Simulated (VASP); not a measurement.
# HfN (Fm-3m) in VASP: a series of runs

Runs on HfN. Level: PBEsol. Tasks: electric field gradients, density of states.

All numbers are computed with VASP 6.6.1; they aren't measurements. Logs are shortened: lines on timing, memory, paths and dates and some standing lists are left out, and cuts for length are marked.

**1. The cell of the first run**

Symmetry: Fm-3m, No. 225, cubic system. The conventional cell has a = 4.577 Å, b = 4.577 Å, c = 4.577 Å, α = 90.00°, β = 90.00°, γ = 90.00°. Hf (site symmetry m-3m) has 6 N at 2.29 Å within 3.0 Å. N (site symmetry m-3m) has 6 Hf at 2.29 Å within 3.0 Å.

**2. Electric field gradients, PBEsol (volume scaled by 1.04)**

INCAR reads:

```
ALGO = Normal ; EDIFF = 1E-8
ENCUT = 520 ; GGA = PS
ISIF = 2 ; ISMEAR = -1
LASPH = True ; LCHARG = False
LEFG = True ; LREAL = False
LWAVE = False ; NBANDS = 14
NELM = 80 ; PREC = Accurate
SIGMA = 0.01
```

KPOINTS reads:

```
k-points
0
Gamma
  10 10 10
```

POSCAR reads:

```
HfN
1.0
    0.0000000000      2.2887270932      2.2887270932
    2.2887270932      0.0000000000      2.2887270932
    2.2887270932      2.2887270932      0.0000000000
Hf N
1 1
Direct
    0.0000000000      0.0000000000      0.0000000000
    0.5000000000      0.5000000000      0.5000000000
```

Potentials or basis: VASP PAW PBE potentials, release 64 (Hf_pv, N).

Run with:

```
$ cat potpaw_PBE.64/Hf_pv/POTCAR potpaw_PBE.64/N/POTCAR > POTCAR
$ mpirun -np 1 vasp_std > vasp.out
```

OUTCAR:

```text
EDIFF = 1E-8
   ENCUT = 520
   GGA = PS
   ISIF = 2
   ISMEAR = -1
   LASPH = True
   LREAL = False
   NELM = 80
   PREC = Accurate

 ion  position               nearest neighbor table
   1  0.000  0.000  0.000-   2 2.29   2 2.29   2 2.29   2 2.29   2 2.29   2 2.29
   2  0.500  0.500  0.500-   1 2.29   1 2.29   1 2.29   1 2.29   1 2.29   1 2.29

  LATTYP: Found a face centered cubic cell.
 ALAT       =     4.5774541864

  Lattice vectors:

 A1 = (   0.0000000000,   2.2887270932,   2.2887270932)
 A2 = (   2.2887270932,   0.0000000000,   2.2887270932)
 A3 = (   2.2887270932,   2.2887270932,   0.0000000000)

Analysis of symmetry for initial positions (statically):
=====================================================================
 Subroutine PRICEL returns:
 Original cell was already a primitive cell.

 Routine SETGRP: Setting up the symmetry group for a
 face centered cubic supercell.

 Subroutine GETGRP returns: Found 48 space group operations
 (whereof 48 operations were pure point group operations)
 out of a pool of 48 trial point group operations.

The static configuration has the point symmetry O_h .

Analysis of symmetry for dynamics (positions and initial velocities):
=====================================================================
 Subroutine PRICEL returns:
 Original cell was already a primitive cell.

 Routine SETGRP: Setting up the symmetry group for a
 face centered cubic supercell.

 Subroutine GETGRP returns: Found 48 space group operations
 (whereof 48 operations were pure point group operations)
 out of a pool of 48 trial point group operations.

The dynamic configuration has the point symmetry O_h .

 Subroutine INISYM returns: Found 48 space group operations
 (whereof 48 operations are pure point group operations),
 and found     1 'primitive' translations

----------------------------------------------------------------------------------------

                                     Primitive cell

  volume of cell :      23.9779

  direct lattice vectors                    reciprocal lattice vectors
     0.000000000  2.288727093  2.288727093    -0.218462044  0.218462044  0.218462044
     2.288727093  0.000000000  2.288727093     0.218462044 -0.218462044  0.218462044
     2.288727093  2.288727093  0.000000000     0.218462044  0.218462044 -0.218462044

  length of vectors
     3.236748896  3.236748896  3.236748896     0.378387361  0.378387361  0.378387361

  position of ions in fractional coordinates (direct lattice)
     0.000000000  0.000000000  0.000000000
     0.500000000  0.500000000  0.500000000

  ion indices of the primitive-cell ions
   primitive index   ion index
                 1           1
                 2           2

----------------------------------------------------------------------------------------

 KPOINTS: k-points

Automatic generation of k-mesh.
 Grid dimensions read from file:
 generate k-points for:   10   10   10

 Generating k-lattice:

  Cartesian coordinates                     Fractional coordinates (reciprocal lattice)
    -0.021846204  0.021846204  0.021846204     0.100000000  0.000000000  0.000000000
     0.021846204 -0.021846204  0.021846204     0.000000000  0.100000000  0.000000000
     0.021846204  0.021846204 -0.021846204     0.000000000  0.000000000  0.100000000

  Length of vectors
     0.037838736  0.037838736  0.037838736

  Shift w.r.t. Gamma in fractional coordinates (k-lattice)
     0.000000000  0.000000000  0.000000000

 Subroutine IBZKPT returns following result:
 ===========================================

 Found     47 irreducible k-points:

 Following reciprocal coordinates:
            Coordinates               Weight
  0.000000  0.000000  0.000000      1.000000
  0.100000  0.000000  0.000000      8.000000
  0.200000  0.000000  0.000000      8.000000
  0.300000  0.000000  0.000000      8.000000
  0.400000  0.000000  0.000000      8.000000
  0.500000  0.000000  0.000000      4.000000
[... 16 lines left out ...]
  0.300000  0.300000  0.000000      6.000000
  0.400000  0.300000  0.000000     24.000000
 [... further k-points ...]
   k-points           NKPTS =     47   k-points in BZ     NKDIM =     47   number of bands    NBANDS=     14
   number of dos      NEDOS =    301   number of ions     NIONS =      2
   total plane-waves  NPLWV =  13824
   dimension x,y,z NGX =    24 NGY =   24 NGZ =   24
   dimension x,y,z NGXF=    48 NGYF=   48 NGZF=   48
   ions per type =               1   1
   NGX,Y,Z   is equivalent  to a cutoff of  12.33, 12.33, 12.33 a.u.
   NGXF,Y,Z  is equivalent  to a cutoff of  24.65, 24.65, 24.65 a.u.
 SYSTEM =  unknown system
   PREC   = accura    normal or accurate (medium, high low for compatibility)
   ISTART =      0    job   : 0-new  1-cont  2-samecut
   ICHARG =      2    charge: 1-file 2-atom 10-const
   ISPIN  =      1    spin polarized calculation?
   LNONCOLLINEAR =      F non collinear calculations
   LSORBIT =      F    spin-orbit coupling
   LASPH  =      T    aspherical Exc in radial PAW
   ENCUT  =  520.0 eV  38.22 Ry    6.18 a.u.   6.02  6.02  6.02*2*pi/ulx,y,z
   NELM   =     80;   NELMIN=  2; NELMDL= -5     # of ELM steps
   EDIFF  = 0.1E-07   stopping-criterion for ELM
   LREAL  =      F    real-space projection
   EDIFFG = 0.1E-06   stopping-criterion for IOM
   NSW    =      0    number of steps for IOM
   IBRION =     -1    ionic relax: 0-MD 1-quasi-New 2-CG
   NFREE  =      0    steps in history (QN), initial steepest desc. (CG)
   ISIF   =      2    stress and relaxation
   ISYM   =      2    0-nonsym 1-usesym 2-fastsym
   POTIM  = 0.5000    time-step for ionic-motion
   TEBEG  =    0.0;   TEEND  =   0.0 temperature during run
   PSTRESS=    0.0 pullay stress
   NELECT =      15.0000    total number of electrons
   NUPDOWN=      -1.0000    fix difference up-down
   EMIN   =  10.00;   EMAX   =-10.00  energy-range for DOS
   EFERMI =   0.00;   METHOD = LEGACY
   ISMEAR =    -1;   SIGMA  =   0.01  broadening in eV -4-tet -1-fermi 0-gaus
   EFERMI_NEDOS =   21; number of points for ismear=-14 and -15
   IALGO  =     38    algorithm
   IMIX   =      4    mixing-type and parameters
     AMIX     =   0.40;   BMIX     =  1.00
     AMIX_MAG =   1.60;   BMIX_MAG =  1.00
  volume/ion in A,a.u.               =      11.99        80.91
  Fermi-wavevector in a.u.,A,eV,Ry     =   1.400129  2.645859 26.672316  1.960360
  Thomas-Fermi vector in A             =   2.523120
   LORBIT       =      0    0 simple, 1 ext, 2 COOP (PROOUT), +10 PAW based schemes
   GGA     = PS    functional components
   LHFCALC =     F    Hartree Fock is set to
   AEXX    =    0.0000 exact exchange contribution
   IVDW    =     0    specifies the selected vdW correction
   LEPSILON=     F    determine dielectric tensor
   LRPA    =     F    only Hartree local field effects (RPA)
 non-spin polarized calculation
  energy-cutoff  :      520.00
  volume of cell :       23.98
 maximum number of plane-waves:       659
   NGX = 13   NGY = 13   NGZ = 13

 number of electron      14.9999999 magnetization

 Free energy of the ion-electron system (eV)
  ---------------------------------------------------
  ext. energy  EPLUGINS =         0.00000000
  ---------------------------------------------------
  free energy    TOTEN  =       -22.92136485 eV

  energy without entropy =      -22.92120078  energy(sigma->0) =      -22.92128281

 E-fermi :   7.8813     XC(G=0): -12.6898

 val. band max:        7.8341589722   @ k =  -0.4000   0.3000   0.0000
 cond. band min:       7.8970462510   @ k =  -0.1000   0.1000   0.0000
 fundamental gap:      0.0628872788
 Fermi energy:         7.8813028264

 k-point     1 :       0.0000    0.0000    0.0000
  band No.  band energies     occupation
      1     -23.3557      2.00000
      2     -23.3557      2.00000
      3     -23.3557      2.00000
      4      -9.3563      2.00000
      5       4.9101      2.00000
      6       4.9101      2.00000
      7       4.9101      2.00000
      8       7.5057      2.00000
      9       7.5057      2.00000
     10       7.5057      2.00000
     11       9.2949      0.00000
     12       9.7052      0.00000
     13       9.7052      0.00000
     14      17.2987      0.00000
[... 375 lines left out ...]
 k-point    24 :       0.4000    0.3000    0.0000
  band No.  band energies     occupation
      1     -23.9449      2.00000
      2     -23.5875      2.00000
      3     -23.5623      2.00000
      4      -8.0023      2.00000
      5       1.3608      2.00000
      6       3.3450      2.00000
      7       3.8114      2.00000
      8       5.4638      2.00000
      9      11.7228      0.00000
     10      12.1312      0.00000
     11      12.3523      0.00000
     12      12.3648      0.00000
     13      16.5747      0.00000
     14      18.6002      0.00000

 [... further k-points ...]
[... 5 lines left out ...]
  --------------------------------------------------------------------------------------
  -------------------------------------------------------------------------------------
  Total       -2.2212897     -2.2212897     -2.2212897      0.0000000      0.0000000     -0.0000000
  in kB     -148.4238710   -148.4238710   -148.4238710      0.0000000      0.0000000     -0.0000000
  external PRESSURE =    -148.4238710 kB  Pullay stress =       0.0000000 kB

 VOLUME and BASIS-vectors are now :
 -----------------------------------------------------------------------------
  energy-cutoff  :      520.00
  volume of cell :       23.98
      direct lattice vectors                 reciprocal lattice vectors
     0.000000000  2.288727093  2.288727093    -0.218462044  0.218462044  0.218462044
     2.288727093  0.000000000  2.288727093     0.218462044 -0.218462044  0.218462044
     2.288727093  2.288727093  0.000000000     0.218462044  0.218462044 -0.218462044

 POSITION                                       TOTAL-FORCE (eV/Angst)
 -----------------------------------------------------------------------------------
      0.00000      0.00000      0.00000        -0.000000     -0.000000     -0.000000
      2.28873      2.28873      2.28873         0.000000      0.000000      0.000000
 -----------------------------------------------------------------------------------
    total drift:                                0.000000     -0.000000     -0.000000

  FREE ENERGIE OF THE ION-ELECTRON SYSTEM (eV)
  ---------------------------------------------------
  free  energy   TOTEN  =       -22.9213648466 eV

  energy  without entropy=      -22.9212007785  energy(sigma->0) =      -22.92128281

 Electric field gradients (V/A^2)
---------------------------------------------------------------------
 ion       V_xx      V_yy      V_zz      V_xy      V_xz      V_yz
---------------------------------------------------------------------
   1      -0.000     0.000    -0.000    -0.000    -0.000    -0.000
   2       0.000     0.000    -0.000     0.001     0.001     0.001
---------------------------------------------------------------------

 Electric field gradients after diagonalization (V/A^2)
 (convention: |V_zz| > |V_xx| > |V_yy|)
----------------------------------------------------------------------
 ion       V_xx      V_yy      V_zz     asymmetry (V_yy - V_xx)/ V_zz
----------------------------------------------------------------------
   1       0.000     0.000    -0.001       0.000
   2      -0.001    -0.001     0.003       0.000
----------------------------------------------------------------------

           NMR quadrupolar parameters

 Cq : quadrupolar parameter    Cq=e*Q*V_zz/h
 eta: asymmetry parameters     (V_yy - V_xx)/ V_zz
 Q  : nuclear electric quadrupole moment in mb (millibarn)
----------------------------------------------------------------------
 ion       Cq(MHz)       eta       Q (mb)
----------------------------------------------------------------------
   1      -0.000       0.000       1.000
   2       0.000       0.000       1.000
----------------------------------------------------------------------
```

Run time: 8.2 s. Hardware: 1 thread of Intel Xeon Platinum 8488C (Sapphire Rapids), shared host; peak memory 0.14 GiB.

What came out:

```
Free energy : -22.9214 eV
Pressure    : -14.8 GPa
```

Levels at points of the mesh, in eV from the Fermi level:
| k point | band 5 | band 6 | band 7 | band 8 | band 9 | band 10 | band 11 | band 12 |
| --- | --- | --- | --- | --- | --- | --- | --- | --- |
| (0.00, 0.00, 0.00) | -2.97 | -2.97 | -2.97 | -0.38 | -0.38 | -0.38 | 1.41 | 1.82 |
| (0.50, 0.00, 0.00) | -8.71 | -6.01 | -6.01 | 3.09 | 3.49 | 3.49 | 4.17 | 8.38 |
| (0.50, 0.50, 0.00) | -5.42 | -3.69 | -3.67 | -3.67 | 3.86 | 5.13 | 5.22 | 5.22 |

Caveat: the cell differs from its parent crystal (volume scaled by 1.04); without QUAD_EFG the Cq values of the log hold for a quadrupole moment of 1 mb, not for the nuclei; the PAW data sets were made with another functional, which shifts forces and pressure a little; spin-orbit coupling is left out, which moves the levels of the heavy elements.

**3. Density of states, PBEsol**

This run uses another cell than the first one, of 11.53 Å³/atom, 0.962 times its volume.

POSCAR reads:

```
HfN
1.0
    0.0000000000      2.2590000000      2.2590000000
    2.2590000000      0.0000000000      2.2590000000
    2.2590000000      2.2590000000      0.0000000000
Hf N
1 1
Direct
    0.0000000000      0.0000000000      0.0000000000
    0.5000000000      0.5000000000      0.5000000000
```

INCAR.step1 reads:

```
PREC = Accurate
ENCUT = 520
EDIFF = 1E-7
ISMEAR = -1
SIGMA = 0.01
LREAL = F
LASPH = T
NELM = 100
ALGO = Normal
ISIF = 2
LWAVE = F
LCHARG = T
LMAXMIX = 4
GGA = PS
NBANDS = 14
```

KPOINTS.step1 reads:

```
Automatic mesh
0
Gamma
  10 10 10
```

INCAR.step2 reads:

```
PREC = Accurate
ENCUT = 520
EDIFF = 1E-7
ISMEAR = -5
SIGMA = 0.01
LREAL = F
LASPH = T
NELM = 100
ALGO = Normal
ISIF = 2
LWAVE = F
LCHARG = F
LMAXMIX = 4
GGA = PS
LORBIT = 11
NEDOS = 2001
ICHARG = 11
```

KPOINTS.step2 reads:

```
Automatic mesh
0
Gamma
  15 15 15
```

Potentials or basis: VASP PAW PBE potentials, release 64 (Hf_pv, N).

Run with:

```
$ cat potpaw_PBE.64/Hf_pv/POTCAR potpaw_PBE.64/N/POTCAR > POTCAR
$ cp INCAR.step1 INCAR
$ cp KPOINTS.step1 KPOINTS
$ mpirun -np 1 vasp_std > vasp.out
$ cp INCAR.step2 INCAR
$ cp KPOINTS.step2 KPOINTS
$ mpirun -np 1 vasp_std > vasp.out
```

OUTCAR:

```text
PREC = Accurate
   ENCUT = 520
   EDIFF = 1E-7
   ISMEAR = -5
   LREAL = F
   LASPH = T
   NELM = 100
   ISIF = 2
   GGA = PS
   LORBIT = 11
   ICHARG = 11

 ion  position               nearest neighbor table
   1  0.000  0.000  0.000-   2 2.26   2 2.26   2 2.26   2 2.26   2 2.26   2 2.26
   2  0.500  0.500  0.500-   1 2.26   1 2.26   1 2.26   1 2.26   1 2.26   1 2.26

  LATTYP: Found a face centered cubic cell.
 ALAT       =     4.5180000000

  Lattice vectors:

 A1 = (   0.0000000000,   2.2590000000,   2.2590000000)
 A2 = (   2.2590000000,   0.0000000000,   2.2590000000)
 A3 = (   2.2590000000,   2.2590000000,   0.0000000000)

Analysis of symmetry for initial positions (statically):
=====================================================================
 Subroutine PRICEL returns:
 Original cell was already a primitive cell.

 Routine SETGRP: Setting up the symmetry group for a
 face centered cubic supercell.

 Subroutine GETGRP returns: Found 48 space group operations
 (whereof 48 operations were pure point group operations)
 out of a pool of 48 trial point group operations.

The static configuration has the point symmetry O_h .

Analysis of symmetry for dynamics (positions and initial velocities):
=====================================================================
 Subroutine PRICEL returns:
 Original cell was already a primitive cell.

 Routine SETGRP: Setting up the symmetry group for a
 face centered cubic supercell.

 Subroutine GETGRP returns: Found 48 space group operations
 (whereof 48 operations were pure point group operations)
 out of a pool of 48 trial point group operations.

The dynamic configuration has the point symmetry O_h .

 Subroutine INISYM returns: Found 48 space group operations
 (whereof 48 operations are pure point group operations),
 and found     1 'primitive' translations

----------------------------------------------------------------------------------------
[... 123 lines left out ...]
   IVDW    =     0    specifies the selected vdW correction
   LEPSILON=     F    determine dielectric tensor
   LRPA    =     F    only Hartree local field effects (RPA)
 non-spin polarized calculation
 Fermi weights with tetrahedron method with Bloechl corrections
  energy-cutoff  :      520.00
  volume of cell :       23.06
 maximum number of plane-waves:       635

 number of electron      15.0000000 magnetization

 Free energy of the ion-electron system (eV)
  ---------------------------------------------------
  ext. energy  EPLUGINS =         0.00000000
  ---------------------------------------------------
  free energy    TOTEN  =       -22.98666568 eV

  energy without entropy =      -22.98666568  energy(sigma->0) =      -22.98666568

 E-fermi :   8.2229     XC(G=0): -12.8938

 val. band max:        8.2478011985   @ k =   0.0667   0.0667   0.0000
 cond. band min:       8.2478012220   @ k =   0.0667   0.0667   0.0000
 fundamental gap:      0.0000000235
 Fermi energy:         8.2228570929

 k-point     1 :       0.0000    0.0000    0.0000
  band No.  band energies     occupation
      1     -22.8564      2.00000
      2     -22.8564      2.00000
      3     -22.8564      2.00000
      4      -9.2445      2.00000
      5       5.2083      2.00000
      6       5.2083      2.00000
      7       5.2083      2.00000
      8       7.8297      2.00000
      9       7.8297      2.00924
     10       7.8297      2.00924
     11      10.0079      0.00000
[... 309 lines left out ...]
 k-point    24 :       0.2000    0.1333    0.0000
  band No.  band energies     occupation
      1     -23.1377      2.00000
      2     -22.9341      2.00000
      3     -22.9243      2.00000
      4      -8.4664      2.00000
      5       2.2925      2.00000
      6       4.2593      2.00000
      7       4.3872      2.00000
      8       6.8948      2.00000
      9       9.7608      0.00000
     10       9.8075      0.00000
     11      10.9455      0.00000

 [... further k-points ...]
[... 5 lines left out ...]
  --------------------------------------------------------------------------------------
  -------------------------------------------------------------------------------------
  Total       -0.7426209     -0.7426209     -0.7426209     -0.0000000      0.0000000      0.0000000
  in kB      -51.6058657    -51.6058657    -51.6058657     -0.0000000      0.0000000      0.0000000
  external PRESSURE =     -51.6058657 kB  Pullay stress =       0.0000000 kB

 VOLUME and BASIS-vectors are now :
 -----------------------------------------------------------------------------
  energy-cutoff  :      520.00
  volume of cell :       23.06
      direct lattice vectors                 reciprocal lattice vectors
     0.000000000  2.259000000  2.259000000    -0.221336875  0.221336875  0.221336875
     2.259000000  0.000000000  2.259000000     0.221336875 -0.221336875  0.221336875
     2.259000000  2.259000000  0.000000000     0.221336875  0.221336875 -0.221336875

 POSITION                                       TOTAL-FORCE (eV/Angst)
 -----------------------------------------------------------------------------------
      0.00000      0.00000      0.00000         0.000000      0.000000      0.000000
      2.25900      2.25900      2.25900         0.000000      0.000000      0.000000
 -----------------------------------------------------------------------------------
    total drift:                                0.000000     -0.000000     -0.000000

  FREE ENERGIE OF THE ION-ELECTRON SYSTEM (eV)
  ---------------------------------------------------
  free  energy   TOTEN  =       -22.9866656764 eV

  energy  without entropy=      -22.9866656764  energy(sigma->0) =      -22.98666568

 total charge

# of ion       s       p       d       tot
------------------------------------------
    1        0.292   6.579   1.772   8.643
    2        1.227   2.498   0.000   3.725
--------------------------------------------------
tot          1.519   9.077   1.772  12.368
```

It took 15 s on 1 thread of Intel Xeon Platinum 8488C (Sapphire Rapids), shared host; peak memory 0.15 GiB.

What came out:

* Valence electrons inside the program's atomic spheres: Hf 8.64; N 3.73

Levels at points of the mesh, in eV from the Fermi level:
```csv
k point,band 4,band 5,band 6,band 7,band 8,band 9,band 10,band 11
"(0.00, 0.00, 0.00)",-17.47,-3.01,-3.01,-3.01,-0.39,-0.39,-0.39,1.79
```

Caveat: the PAW data sets were made with another functional, which shifts forces and pressure a little; spin-orbit coupling is left out, which moves the levels of the heavy elements; tetrahedron occupations give inexact forces and stress in metals.
